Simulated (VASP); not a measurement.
# Ge5Sb (P-43m) in VASP: single point with PBE

Aim: the single point of Ge5Sb with PBE.

Program: VASP 6.6.1. These are calculated values, not measurements. Logs are shortened: lines on timing, memory, paths and dates and some standing lists are left out, and cuts for length are marked.

### Step 1. The cell of the first run

Symmetry: P-43m, No. 215, cubic system. The conventional cell has a = 5.909 Å, b = 5.909 Å, c = 5.909 Å, α = 90.00°, β = 90.00°, γ = 90.00°. Ge (site symmetry 3m) has 1 Ge at 2.46 Å and 1 Sb at 2.66 Å within 3.2 Å. Within 3.2 Å of Ge (site symmetry -43m) lie 4 Ge at 2.46 Å. Sb (site symmetry -43m) has 4 Ge at 2.66 Å within 3.5 Å.

### Step 2. Single point, PBE

Input file POSCAR:

```
Ge5Sb
1.0
    5.9090840508      0.0000000000      0.0000000000
    0.0000000000      5.9090840508      0.0000000000
    0.0000000000      0.0000000000      5.9090840508
Ge Sb
5 1
Direct
    0.7399363848      0.7399363848      0.7399363848
    0.2600636152      0.2600636152      0.7399363848
    0.2600636152      0.7399363848      0.2600636152
    0.7399363848      0.2600636152      0.2600636152
    0.5000000000      0.5000000000      0.5000000000
    0.0000000000      0.0000000000      0.0000000000
```

Input file INCAR.step1:

```
SYSTEM = Ge5Sb
  ALGO = Normal
  EDIFF = 1E-6
  ENCUT = 520
  GGA = PE
  ISIF = 2
  ISMEAR = 0
  LASPH = .TRUE.
  LCHARG = .TRUE.
  LREAL = .FALSE.
  LWAVE = .FALSE.
  NBANDS = 46
  NELM = 100
  PREC = Accurate
  SIGMA = 0.1
```

Input file KPOINTS.step1:

```
k-points
0
G
  6 6 6
  0 0 0
```

Input file INCAR.step2:

```
SYSTEM = Ge5Sb
  ALGO = Normal
  EDIFF = 1E-6
  ENCUT = 520
  GGA = PE
  ICHARG = 11
  ISIF = 2
  ISMEAR = -5
  LASPH = .TRUE.
  LCHARG = .FALSE.
  LORBIT = 11
  LREAL = .FALSE.
  LWAVE = .FALSE.
  NBANDS = 46
  NEDOS = 1001
  NELM = 100
  PREC = Accurate
  SIGMA = 0.1
```

Input file KPOINTS.step2:

```
k-points
0
G
  9 9 9
  0 0 0
```

Potentials or basis: VASP PAW PBE potentials, release 64 (Ge_d, Sb).

Started as:

```bash
> cat potpaw_PBE.64/Ge_d/POTCAR potpaw_PBE.64/Sb/POTCAR > POTCAR
> cp INCAR.step1 INCAR
> cp KPOINTS.step1 KPOINTS
> mpirun -np 1 vasp_std > vasp.out
> cp INCAR.step2 INCAR
> cp KPOINTS.step2 KPOINTS
> mpirun -np 1 vasp_std > vasp.out
```

OUTCAR:

```text
SYSTEM = Ge5Sb
   EDIFF = 1E-6
   ENCUT = 520
   GGA = PE
   ICHARG = 11
   ISIF = 2
   ISMEAR = -5
   LASPH = .TRUE.
   LORBIT = 11
   LREAL = .FALSE.
   NELM = 100
   PREC = Accurate

 ion  position               nearest neighbor table
   1  0.740  0.740  0.740-   5 2.46   6 2.66
   2  0.260  0.260  0.740-   5 2.46   6 2.66
   3  0.260  0.740  0.260-   5 2.46   6 2.66
   4  0.740  0.260  0.260-   5 2.46   6 2.66
   5  0.500  0.500  0.500-   1 2.46   2 2.46   3 2.46   4 2.46
   6  0.000  0.000  0.000-   1 2.66   2 2.66   3 2.66   4 2.66

  LATTYP: Found a simple cubic cell.
 ALAT       =     5.9090840508

  Lattice vectors:

 A1 = (   5.9090840508,   0.0000000000,   0.0000000000)
 A2 = (   0.0000000000,   5.9090840508,   0.0000000000)
 A3 = (   0.0000000000,   0.0000000000,   5.9090840508)

Analysis of symmetry for initial positions (statically):
=====================================================================
 Subroutine PRICEL returns:
 Original cell was already a primitive cell.

 Routine SETGRP: Setting up the symmetry group for a
 simple cubic supercell.

 Subroutine GETGRP returns: Found 24 space group operations
 (whereof 24 operations were pure point group operations)
 out of a pool of 48 trial point group operations.

The static configuration has the point symmetry T_d .

Analysis of symmetry for dynamics (positions and initial velocities):
=====================================================================
 Subroutine PRICEL returns:
 Original cell was already a primitive cell.

 Routine SETGRP: Setting up the symmetry group for a
 simple cubic supercell.

 Subroutine GETGRP returns: Found 24 space group operations
 (whereof 24 operations were pure point group operations)
 out of a pool of 48 trial point group operations.

The dynamic configuration has the point symmetry T_d .

 Subroutine INISYM returns: Found 24 space group operations
 (whereof 24 operations are pure point group operations),
 and found     1 'primitive' translations

----------------------------------------------------------------------------------------

                                     Primitive cell

  volume of cell :     206.3291

  direct lattice vectors                    reciprocal lattice vectors
     5.909084051  0.000000000  0.000000000     0.169230966  0.000000000  0.000000000
     0.000000000  5.909084051  0.000000000     0.000000000  0.169230966  0.000000000
     0.000000000  0.000000000  5.909084051     0.000000000  0.000000000  0.169230966

  length of vectors
     5.909084051  5.909084051  5.909084051     0.169230966  0.169230966  0.169230966

  position of ions in fractional coordinates (direct lattice)
     0.739936385  0.739936385  0.739936385
     0.260063615  0.260063615  0.739936385
     0.260063615  0.739936385  0.260063615
     0.739936385  0.260063615  0.260063615
     0.500000000  0.500000000  0.500000000
     0.000000000  0.000000000  0.000000000

  ion indices of the primitive-cell ions
   primitive index   ion index
                 1           1
                 2           2
                 3           3
                 4           4
                 5           5
                 6           6

----------------------------------------------------------------------------------------

 KPOINTS: k-points

Automatic generation of k-mesh.
 Grid dimensions read from file:
 generate k-points for:    9    9    9

 Generating k-lattice:

  Cartesian coordinates                     Fractional coordinates (reciprocal lattice)
     0.018803441  0.000000000  0.000000000     0.111111111  0.000000000  0.000000000
     0.000000000  0.018803441  0.000000000     0.000000000  0.111111111  0.000000000
     0.000000000  0.000000000  0.018803441     0.000000000  0.000000000  0.111111111

  Length of vectors
     0.018803441  0.018803441  0.018803441

  Shift w.r.t. Gamma in fractional coordinates (k-lattice)
     0.000000000  0.000000000  0.000000000

 TETIRR: Found    353 inequivalent tetrahedra from     4374

 Subroutine IBZKPT returns following result:
 ===========================================

 Found     35 irreducible k-points:

 Following reciprocal coordinates:
            Coordinates               Weight
  0.000000  0.000000  0.000000      1.000000
  0.111111  0.000000  0.000000      6.000000
  0.222222  0.000000  0.000000      6.000000
  0.333333  0.000000  0.000000      6.000000
  0.444444  0.000000  0.000000      6.000000
  0.111111  0.111111  0.000000     12.000000
[... 16 lines left out ...]
  0.333333  0.333333  0.111111     24.000000
  0.444444  0.333333  0.111111     48.000000
 [... further k-points ...]
   k-points           NKPTS =     35   k-points in BZ     NKDIM =     35   number of bands    NBANDS=     46
   number of dos      NEDOS =   1001   number of ions     NIONS =      6
   total plane-waves  NPLWV = 110592
   dimension x,y,z NGX =    48 NGY =   48 NGZ =   48
   dimension x,y,z NGXF=    96 NGYF=   96 NGZF=   96
   ions per type =               5   1
   NGX,Y,Z   is equivalent  to a cutoff of  13.50, 13.50, 13.50 a.u.
   NGXF,Y,Z  is equivalent  to a cutoff of  27.01, 27.01, 27.01 a.u.
 SYSTEM =  Ge5Sb
   PREC   = accura    normal or accurate (medium, high low for compatibility)
   ISTART =      0    job   : 0-new  1-cont  2-samecut
   ICHARG =     11    charge: 1-file 2-atom 10-const
   ISPIN  =      1    spin polarized calculation?
   LNONCOLLINEAR =      F non collinear calculations
   LSORBIT =      F    spin-orbit coupling
   LASPH  =      T    aspherical Exc in radial PAW
   ENCUT  =  520.0 eV  38.22 Ry    6.18 a.u.  10.99 10.99 10.99*2*pi/ulx,y,z
   NELM   =    100;   NELMIN=  2; NELMDL=  0     # of ELM steps
   EDIFF  = 0.1E-05   stopping-criterion for ELM
   LREAL  =      F    real-space projection
[... 7 lines left out ...]
   TEBEG  =    0.0;   TEEND  =   0.0 temperature during run
   PSTRESS=    0.0 pullay stress
   NELECT =      75.0000    total number of electrons
   NUPDOWN=      -1.0000    fix difference up-down
   EMIN   =  10.00;   EMAX   =-10.00  energy-range for DOS
   EFERMI =   0.00;   METHOD = LEGACY
   ISMEAR =    -5;   SIGMA  =   0.10  broadening in eV -4-tet -1-fermi 0-gaus
   EFERMI_NEDOS =   21; number of points for ismear=-14 and -15
   IALGO  =     38    algorithm
   IMIX   =      4    mixing-type and parameters
     AMIX     =   0.40;   BMIX     =  1.00
     AMIX_MAG =   1.60;   BMIX_MAG =  1.00
  volume/ion in A,a.u.               =      34.39       232.06
  Fermi-wavevector in a.u.,A,eV,Ry     =   1.168356  2.207872 18.572702  1.365055
  Thomas-Fermi vector in A             =   2.304843
   LORBIT       =     11    0 simple, 1 ext, 2 COOP (PROOUT), +10 PAW based schemes
   GGA     = PE    functional components
   LHFCALC =     F    Hartree Fock is set to
   AEXX    =    0.0000 exact exchange contribution
   IVDW    =     0    specifies the selected vdW correction
   LEPSILON=     F    determine dielectric tensor
   LRPA    =     F    only Hartree local field effects (RPA)
 non-spin polarized calculation
 Fermi weights with tetrahedron method with Bloechl corrections
  energy-cutoff  :      520.00
  volume of cell :      206.33
 maximum number of plane-waves:      5593
 NGX is ok and might be reduce to    48

 number of electron      75.0000027 magnetization

 Free energy of the ion-electron system (eV)
  ---------------------------------------------------
  ext. energy  EPLUGINS =         0.00000000
  ---------------------------------------------------
  free energy    TOTEN  =       -20.48463827 eV

  energy without entropy =      -20.48463827  energy(sigma->0) =      -20.48463827

 E-fermi :   2.3816     XC(G=0):  -8.3343

 val. band max:        2.4188466024   @ k =   0.3333   0.1111   0.0000
 cond. band min:       2.3174390489   @ k =   0.4444   0.2222   0.0000
 fundamental gap:     -0.1014075535
 Fermi energy:         2.3816156137

 k-point     1 :       0.0000    0.0000    0.0000
  band No.  band energies     occupation
      1     -22.5198      2.00000
      2     -22.5198      2.00000
      3     -22.5198      2.00000
      4     -22.4685      2.00000
      5     -22.4685      2.00000
      6     -22.4664      2.00000
[... 38 lines left out ...]
     45       4.2076      0.00000
     46       7.1016      0.00000

 k-point     2 :       0.1111    0.0000    0.0000
  band No.  band energies     occupation
      1     -22.5203      2.00000
      2     -22.5198      2.00000
      3     -22.5198      2.00000
      4     -22.4684      2.00000
      5     -22.4684      2.00000
      6     -22.4665      2.00000
[... 38 lines left out ...]
     45       4.3197      0.00000
     46       7.1607      0.00000

 k-point     3 :       0.2222    0.0000    0.0000
  band No.  band energies     occupation
      1     -22.5215      2.00000
      2     -22.5199      2.00000
      3     -22.5199      2.00000
      4     -22.4683      2.00000
      5     -22.4680      2.00000
      6     -22.4667      2.00000
[... 38 lines left out ...]
     45       4.8732      0.00000
     46       6.7144      0.00000

 k-point     4 :       0.3333    0.0000    0.0000
  band No.  band energies     occupation
      1     -22.5229      2.00000
      2     -22.5200      2.00000
      3     -22.5200      2.00000
      4     -22.4680      2.00000
      5     -22.4675      2.00000
      6     -22.4669      2.00000
[... 920 lines left out ...]
     45       5.8882      0.00000
     46       7.2148      0.00000

 k-point    23 :       0.3333    0.3333    0.1111
  band No.  band energies     occupation
      1     -22.5232      2.00000
      2     -22.5201      2.00000
      3     -22.5201      2.00000
      4     -22.4672      2.00000
      5     -22.4672      2.00000
      6     -22.4665      2.00000
[... 38 lines left out ...]
     45       5.3095      0.00000
     46       7.1457      0.00000

 k-point    24 :       0.4444    0.3333    0.1111
  band No.  band energies     occupation
      1     -22.5232      2.00000
      2     -22.5203      2.00000
      3     -22.5201      2.00000
      4     -22.4670      2.00000
      5     -22.4669      2.00000
      6     -22.4667      2.00000
[... 38 lines left out ...]
     45       5.5327      0.00000
     46       7.5020      0.00000

 [... further k-points ...]
[... 5 lines left out ...]
  --------------------------------------------------------------------------------------
  -------------------------------------------------------------------------------------
  Total        0.7737667      0.7737667      0.7737667      0.0000000      0.0000000      0.0000000
  in kB        6.0084178      6.0084178      6.0084178      0.0000000      0.0000000      0.0000000
  external PRESSURE =       6.0084178 kB  Pullay stress =       0.0000000 kB

 VOLUME and BASIS-vectors are now :
 -----------------------------------------------------------------------------
  energy-cutoff  :      520.00
  volume of cell :      206.33
      direct lattice vectors                 reciprocal lattice vectors
     5.909084051  0.000000000  0.000000000     0.169230966  0.000000000  0.000000000
     0.000000000  5.909084051  0.000000000     0.000000000  0.169230966  0.000000000
     0.000000000  0.000000000  5.909084051     0.000000000  0.000000000  0.169230966

 POSITION                                       TOTAL-FORCE (eV/Angst)
 -----------------------------------------------------------------------------------
      4.37235      4.37235      4.37235        -0.016218     -0.016218     -0.016218
      1.53674      1.53674      4.37235         0.016218      0.016218     -0.016218
      1.53674      4.37235      1.53674         0.016218     -0.016218      0.016218
      4.37235      1.53674      1.53674        -0.016218      0.016218      0.016218
      2.95454      2.95454      2.95454         0.000000      0.000000      0.000000
      0.00000      0.00000      0.00000         0.000000      0.000000      0.000000
 -----------------------------------------------------------------------------------
    total drift:                               -0.000000     -0.000000     -0.000000

  FREE ENERGIE OF THE ION-ELECTRON SYSTEM (eV)
  ---------------------------------------------------
  free  energy   TOTEN  =       -20.4846382653 eV

  energy  without entropy=      -20.4846382653  energy(sigma->0) =      -20.48463827

 total charge

# of ion       s       p       d       tot
------------------------------------------
    1        1.277   0.886   9.985  12.147
    2        1.277   0.886   9.985  12.147
    3        1.277   0.886   9.985  12.147
    4        1.277   0.886   9.985  12.147
    5        1.220   1.121  10.036  12.377
    6        1.215   1.169   0.050   2.434
--------------------------------------------------
tot          7.542   5.833  50.026  63.401
```

It took 7.2 min on 1 thread of Intel Xeon Platinum 8375C at 2.90GHz (Ice Lake), shared host; peak memory 0.46 GiB.

Results:

* Valence electrons inside the program's atomic spheres: Ge 12.15, 12.38 (each value once); Sb 2.43

Caveat: spin-orbit coupling is left out, which moves the levels of the heavy elements; an odd number of electrons without spin polarisation forces a metal; a magnetic or distorted state may lie lower.
